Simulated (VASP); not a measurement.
Here is a VASP 6.6.1 calculation.

Contents of INCAR:

```
SYSTEM = Si2Ni
PREC     = Accurate       ! precision mode
ENCUT    = 590            ! plane-wave cutoff, eV
EDIFF    = 1E-6           ! SCF threshold, eV
ISMEAR   = -1             ! smearing method
SIGMA    = 0.05           ! smearing width, eV
LREAL    = .FALSE.        ! projectors in reciprocal space
LASPH    = .TRUE.         ! aspherical terms in the spheres
NELM     = 200            ! most SCF steps
ALGO     = Normal         ! electronic algorithm
ISIF     = 2              ! what is computed and relaxed
LWAVE    = .FALSE.        ! write WAVECAR
LCHARG   = .TRUE.         ! write CHGCAR
ISPIN    = 2              ! spin polarisation
MAGMOM   = 1 0 0          ! initial moments
LORBIT   = 11             ! projections on sites
LMAXMIX  = 4              ! l up to which the mixer works
LDAU     = .TRUE.         ! DFT+U
LDAUTYPE = 2            
LDAUL    = 2 -1           ! shell
LDAUU    = 8 0            ! U, eV
LDAUJ    = 0 0          
LDAUPRINT= 1            
GGA      = PE             ! functional
LELF     = .TRUE.         ! ELF
LVHAR    = .TRUE.       
NBANDS   = 24             ! bands
GGA_COMPAT= .FALSE.
```

File KPOINTS:

```
Automatic mesh
0
G
  9 9 9
  0 0 0
```

Contents of POSCAR:

```
Si2Ni
1.0
    0.0000000000      2.7238025137      2.7238025137
    2.7238025137      0.0000000000      2.7238025137
    2.7238025137      2.7238025137      0.0000000000
Ni Si
1 2
Direct
    0.0000000000      0.0000000000      0.0000000000
    0.7500000000      0.7500000000      0.7500000000
    0.2500000000      0.2500000000      0.2500000000
```

Potentials or basis: VASP PAW PBE potentials, release 64 (Ni_sv_GW, Si).

The run is started by

```bash
$ cat potpaw_PBE.64/Ni_sv_GW/POTCAR potpaw_PBE.64/Si/POTCAR > POTCAR
$ mpirun -np 1 vasp_std > vasp.out
```

**Question.** Predict the pressure.

**Answer.** -1.9 GPa.

**Question.** Predict the net moment.

**Answer.** 0.00 μB per cell.

**Question.** What does it give for the band gap on the k mesh?

**Answer.** Zero (filled and empty bands overlap).

Eigenvalues of the final occupation matrices:
```csv
site,spin,trace,eigenvalues
site 1 d,1,4.04,0.77 0.77 0.77 0.86 0.86
site 1 d,2,4.04,0.77 0.77 0.77 0.86 0.86
```

Caveat: the U is typed as a test and isn't derived for this compound. The state reached can hang on the start; a lower one may exist.
